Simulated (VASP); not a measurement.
Write the native input for VASP 6.6.1 that does the following.

```
Task                   : single point
Functional             : LDA
Potentials or basis    : VASP PAW LDA potentials, release 64 (Sr_sv, Cl)
Cutoff                 : 500 eV
k mesh                 : 4 × 4 × 4
Occupations            : gaussian, width 0.01 eV
Spin                   : no spin polarisation
Dipole correction      : no
Further INCAR settings : ALGO = Normal; EDIFF = 1e-06; NBANDS = 19
```

The structure of SrCl2 lies in POSCAR:

```
SrCl2
1.0
    2.4567214836      1.4183888098      4.0153159317
   -2.4567214836      1.4183888098      4.0153159317
    0.0000000000     -2.8367776197      4.0153159316
Sr Cl
1 2
Direct
    0.0000000000      0.0000000000      0.0000000000
    0.2499511381      0.2499511381      0.2499511381
    0.7500488619      0.7500488619      0.7500488619
```

These files were run (other wordings do the same):

INCAR

```
ALGO = Normal
EDIFF = 1E-6
ENCUT = 500
GGA = CA
GGA_COMPAT = F
ISIF = 2
ISMEAR = 0
LASPH = T
LCHARG = F
LREAL = F
LWAVE = F
NBANDS = 19
NELM = 120
PREC = Accurate
SIGMA = 0.01
```

KPOINTS

```
k-points
0
Gamma
  4 4 4
```

Potentials or basis: VASP PAW LDA potentials, release 64 (Sr_sv, Cl).

Launch:

```console
$ cat potpaw_LDA.64/Sr_sv/POTCAR potpaw_LDA.64/Cl/POTCAR > POTCAR
$ mpirun -np 1 vasp_std > vasp.out
```

Results of the run:

```
Pressure               : -2.4 GPa
Band gap on the k mesh : 4.93 eV (least direct gap 5.14 eV)
```

Wall time 36 s on 1 thread of AMD EPYC 7571, on a shared host, peak memory 0.15 GiB.
